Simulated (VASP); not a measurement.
# LiNbO3 (R3c) in VASP: notebook

The runs below take LiNbO3 through single point, relaxation of cell and atoms, with LDA.

All numbers are computed with VASP 6.6.1; they aren't measurements. Logs are shortened: lines on timing, memory, paths and dates and some standing lists are left out, and cuts for length are marked.

### 1 The cell of the first run

The structure is trigonal, space group R3c (No. 161). The conventional cell has a = 5.067 Å, b = 5.067 Å, c = 13.704 Å, α = 90.00°, β = 90.00°, γ = 120.00°. Li (site symmetry 3) has 6 O at 2.01 to 2.21 Å within 2.7 Å. Within 2.5 Å of Nb (site symmetry 3) lie 6 O at 1.88 to 2.09 Å. O (site symmetry 1) has 2 Nb at 1.88 to 2.09 Å and 2 Li at 2.01 to 2.21 Å within 2.5 Å.

### 2 Single point, LDA

The input, INCAR:

```
  ALGO = Normal
  EDIFF = 1E-6
  ENCUT = 520
  ISIF = 2
  ISMEAR = 0
  LASPH = T
  LCHARG = F
  LREAL = F
  LWAVE = F
  NBANDS = 45
  NELM = 80
  PREC = Accurate
  SIGMA = 0.1
```

The input, KPOINTS:

```
k-points
0
Gamma
  6 6 6
```

The input, POSCAR:

```
LiNbO3
1.0
    2.5336727254      1.4628166300      4.5679528310
   -2.5336727254      1.4628166300      4.5679528310
    0.0000000000     -2.9256332601      4.5679528310
Li Nb O
2 2 6
Direct
    0.7051140841      0.7051140841      0.7051140841
    0.2051140841      0.2051140841      0.2051140841
    0.9889349626      0.9889349626      0.9889349626
    0.4889349626      0.4889349626      0.4889349626
    0.8814487732      0.2698761308      0.6210748394
    0.6210748394      0.8814487732      0.2698761308
    0.2698761308      0.6210748394      0.8814487732
    0.7698761308      0.3814487732      0.1210748394
    0.3814487732      0.1210748394      0.7698761308
    0.1210748394      0.7698761308      0.3814487732
```

Potentials or basis: VASP PAW LDA potentials, release 64 (Li_sv, Nb_sv, O).

The run is started by

```sh
> cat potpaw_LDA.64/Li_sv/POTCAR potpaw_LDA.64/Nb_sv/POTCAR potpaw_LDA.64/O/POTCAR > POTCAR
> mpirun -np 1 vasp_std > vasp.out
```

OUTCAR:

```text
EDIFF = 1E-6
   ENCUT = 520
   ISIF = 2
   ISMEAR = 0
   LASPH = T
   LREAL = F
   NELM = 80
   PREC = Accurate

 ion  position               nearest neighbor table
   1  0.705  0.705  0.705-  10 2.01   8 2.01   9 2.01   7 2.21   6 2.21   5 2.21
   2  0.205  0.205  0.205-   7 2.01   5 2.01   6 2.01  10 2.21   9 2.21   8 2.21
   3  0.989  0.989  0.989-   6 1.88   5 1.88   7 1.88   9 2.09  10 2.09   8 2.09
   4  0.489  0.489  0.489-   9 1.88   8 1.88  10 1.88   6 2.09   7 2.09   5 2.09
   5  0.881  0.270  0.621-   3 1.88   2 2.01   4 2.09   1 2.21
   6  0.621  0.881  0.270-   3 1.88   2 2.01   4 2.09   1 2.21
   7  0.270  0.621  0.881-   3 1.88   2 2.01   4 2.09   1 2.21
   8  0.770  0.381  0.121-   4 1.88   1 2.01   3 2.09   2 2.21
   9  0.381  0.121  0.770-   4 1.88   1 2.01   3 2.09   2 2.21
  10  0.121  0.770  0.381-   4 1.88   1 2.01   3 2.09   2 2.21

  LATTYP: Found a trigonal (rhomboedric) cell.
 ALAT       =     5.4245297528
 COS(alpha) =     0.5636782754

  Lattice vectors:

 A1 = (   2.5336727254,   1.4628166300,   4.5679528310)
 A2 = (  -2.5336727254,   1.4628166300,   4.5679528310)
 A3 = (   0.0000000000,  -2.9256332601,   4.5679528310)

Analysis of symmetry for initial positions (statically):
=====================================================================
 Subroutine PRICEL returns:
 Original cell was already a primitive cell.

 Routine SETGRP: Setting up the symmetry group for a
 trigonal (rhombohedral) supercell.

 Subroutine GETGRP returns: Found  6 space group operations
 (whereof  3 operations were pure point group operations)
 out of a pool of 12 trial point group operations.

The static configuration has the point symmetry C_3 .
 The point group associated with its full space group is C_3v.

Analysis of symmetry for dynamics (positions and initial velocities):
=====================================================================
 Subroutine PRICEL returns:
 Original cell was already a primitive cell.

 Routine SETGRP: Setting up the symmetry group for a
 trigonal (rhombohedral) supercell.

 Subroutine GETGRP returns: Found  6 space group operations
 (whereof  3 operations were pure point group operations)
 out of a pool of 12 trial point group operations.

The dynamic configuration has the point symmetry C_3 .
 The point group associated with its full space group is C_3v.

 Subroutine INISYM returns: Found  6 space group operations
 (whereof  3 operations are pure point group operations),
 and found     1 'primitive' translations
[... 119 lines left out ...]
   POTIM  = 0.5000    time-step for ionic-motion
   TEBEG  =    0.0;   TEEND  =   0.0 temperature during run
   PSTRESS=    0.0 pullay stress
   NELECT =      68.0000    total number of electrons
   NUPDOWN=      -1.0000    fix difference up-down
   EMIN   =  10.00;   EMAX   =-10.00  energy-range for DOS
   EFERMI =   0.00;   METHOD = LEGACY
   ISMEAR =     0;   SIGMA  =   0.10  broadening in eV -4-tet -1-fermi 0-gaus
   EFERMI_NEDOS =   21; number of points for ismear=-14 and -15
   IALGO  =     38    algorithm
   IMIX   =      4    mixing-type and parameters
     AMIX     =   0.40;   BMIX     =  1.00
     AMIX_MAG =   1.60;   BMIX_MAG =  1.00
  volume/ion in A,a.u.               =      10.16        68.55
  Fermi-wavevector in a.u.,A,eV,Ry     =   1.432100  2.706277 27.904335  2.050911
  Thomas-Fermi vector in A             =   2.551764
   LORBIT       =      0    0 simple, 1 ext, 2 COOP (PROOUT), +10 PAW based schemes
   GGA     = CA    functional components
   LHFCALC =     F    Hartree Fock is set to
   AEXX    =    0.0000 exact exchange contribution
   IVDW    =     0    specifies the selected vdW correction
   LEPSILON=     F    determine dielectric tensor
   LRPA    =     F    only Hartree local field effects (RPA)
 non-spin polarized calculation
 Gauss-broadening in eV      SIGMA  =   0.10
  energy-cutoff  :      520.00
  volume of cell :      101.58
 maximum number of plane-waves:      2754
   NGX = 21   NGY = 21   NGZ = 21

 number of electron      68.0000013 magnetization

 Free energy of the ion-electron system (eV)
  ---------------------------------------------------
  ext. energy  EPLUGINS =         0.00000000
  ---------------------------------------------------
  free energy    TOTEN  =       -87.60493044 eV

  energy without entropy =      -87.60493044  energy(sigma->0) =      -87.60493044

 E-fermi :   4.1593     XC(G=0): -11.5795

 val. band max:        3.7077015454   @ k =   0.1667   0.1667   0.1667
 cond. band min:       7.2300525050   @ k =   0.5000   0.3333   0.0000
 fundamental gap:      3.5223509596
 Fermi energy:         4.1593228977

 k-point     1 :       0.0000    0.0000    0.0000
  band No.  band energies     occupation
      1     -50.0275      2.00000
      2     -50.0078      2.00000
      3     -37.5437      2.00000
      4     -37.5397      2.00000
      5     -26.5633      2.00000
      6     -26.5633      2.00000
[... 1141 lines left out ...]
     44      13.5169      0.00000
     45      14.3212      0.00000

 [... further k-points ...]

------------------------ aborting loop because EDIFF is reached ----------------------------------------

  FORCE on cell =-STRESS in cart. coord.  units (eV):
  Direction    XX          YY          ZZ          XY          YZ          ZX
  --------------------------------------------------------------------------------------
  -------------------------------------------------------------------------------------
  Total        0.0532879      0.0532879     -0.1114467      0.0000000      0.0000000      0.0000000
  in kB        0.8404777      0.8404777     -1.7577805      0.0000000      0.0000000      0.0000000
  external PRESSURE =      -0.0256084 kB  Pullay stress =       0.0000000 kB

 VOLUME and BASIS-vectors are now :
 -----------------------------------------------------------------------------
  energy-cutoff  :      520.00
  volume of cell :      101.58
      direct lattice vectors                 reciprocal lattice vectors
     2.533672725  1.462816630  4.567952831     0.197341983  0.113935447  0.072972149
    -2.533672725  1.462816630  4.567952831    -0.197341983  0.113935447  0.072972149
     0.000000000 -2.925633260  4.567952831     0.000000000 -0.227870894  0.072972149

 POSITION                                       TOTAL-FORCE (eV/Angst)
 -----------------------------------------------------------------------------------
      0.00000     -0.00000      9.66278         0.000000     -0.000000      0.006741
      0.00000     -0.00000      2.81085         0.000000     -0.000000      0.006741
      0.00000     -0.00000     13.55222         0.000000     -0.000000      0.109071
      0.00000     -0.00000      6.70030         0.000000     -0.000000      0.109071
      1.54952     -0.13286      8.09624        -0.029061      0.025961     -0.038604
     -0.65970      1.40836      8.09624        -0.007953     -0.038149     -0.038604
     -0.88982     -1.27550      8.09624         0.037014      0.012187     -0.038604
      0.98415      1.32996      5.81226         0.029061      0.025961     -0.038604
      0.65970     -1.51728      5.81226         0.007953     -0.038149     -0.038604
     -1.64385      0.18732      5.81226        -0.037014      0.012187     -0.038604
 -----------------------------------------------------------------------------------
    total drift:                                0.000000      0.000001     -0.000956

  FREE ENERGIE OF THE ION-ELECTRON SYSTEM (eV)
  ---------------------------------------------------
  free  energy   TOTEN  =       -87.6049304362 eV

  energy  without entropy=      -87.6049304362  energy(sigma->0) =      -87.60493044
```

OSZICAR:

```text
N       E                     dE             d eps       ncg     rms          rms(c)
DAV:   1     0.764514878809E+03    0.76451E+03   -0.36004E+04  2880   0.160E+03
DAV:   2    -0.314758297653E+02   -0.79599E+03   -0.76737E+03  3716   0.585E+02
DAV:   3    -0.100301801278E+03   -0.68826E+02   -0.68399E+02  4864   0.158E+02
DAV:   4    -0.105039359109E+03   -0.47376E+01   -0.47255E+01  5232   0.310E+01
DAV:   5    -0.105371208251E+03   -0.33185E+00   -0.33175E+00  4288   0.722E+00    0.273E+01
DAV:   6    -0.878692036397E+02    0.17502E+02   -0.74012E+01  4328   0.542E+01    0.920E+00
DAV:   7    -0.877079479982E+02    0.16126E+00   -0.76998E+00  5008   0.163E+01    0.564E+00
DAV:   8    -0.876058749722E+02    0.10207E+00   -0.68401E-01  4528   0.567E+00    0.153E+00
DAV:   9    -0.876049459033E+02    0.92907E-03   -0.88590E-02  4728   0.231E+00    0.944E-01
DAV:  10    -0.876049992555E+02   -0.53352E-04   -0.20091E-02  4432   0.105E+00    0.986E-02
DAV:  11    -0.876049261619E+02    0.73094E-04   -0.15243E-03  4499   0.247E-01    0.462E-02
DAV:  12    -0.876049283607E+02   -0.21988E-05   -0.18349E-04  4936   0.119E-01    0.192E-02
DAV:  13    -0.876049310289E+02   -0.26682E-05   -0.18121E-05  4598   0.267E-02    0.927E-03
DAV:  14    -0.876049304362E+02    0.59269E-06   -0.43380E-06  3352   0.179E-02
   1 F= -.87604930E+02 E0= -.87604930E+02  d E =-.159076E-11
```

stdout:

```text
POSCAR found type information on POSCAR LiNbO
 POSCAR found :  3 types and      10 ions
 scaLAPACK will be used
 LDA part: xc-table for (Slater(with rela. corr.)+CA(PZ))
 , standard interpolation
 POSCAR, INCAR and KPOINTS ok, starting setup
 FFT: planning ... GRIDC
 FFT: planning ... GRID_SOFT
 FFT: planning ... GRID
 WAVECAR not read
 entering main loop
```

Wall time 2.2 min (1 thread of Intel Xeon Platinum 8488C (Sapphire Rapids), shared host); peak memory 0.26 GiB.

Results:

- Free energy: -87.6049 eV
- Largest force: 0.109 eV/Å
- Band gap on the k mesh: 3.52 eV (least direct gap 3.55 eV)

Forces in eV/Å, atoms in the order of the input:
```
Li   0.000  0.000  0.007
Li   0.000  0.000  0.007
Nb   0.000  0.000  0.109
Nb   0.000  0.000  0.109
O   -0.029  0.026 -0.039
O   -0.008 -0.038 -0.039
O    0.037  0.012 -0.039
O    0.029  0.026 -0.039
O    0.008 -0.038 -0.039
O   -0.037  0.012 -0.039
```

Caveat: the cutoff is under 1.25 times the usual one of these potentials, so pressure, stress and relaxed cells hold a basis-set (Pulay) error. A k mesh can miss the band edges.

(Continued in part 2 of 3.)
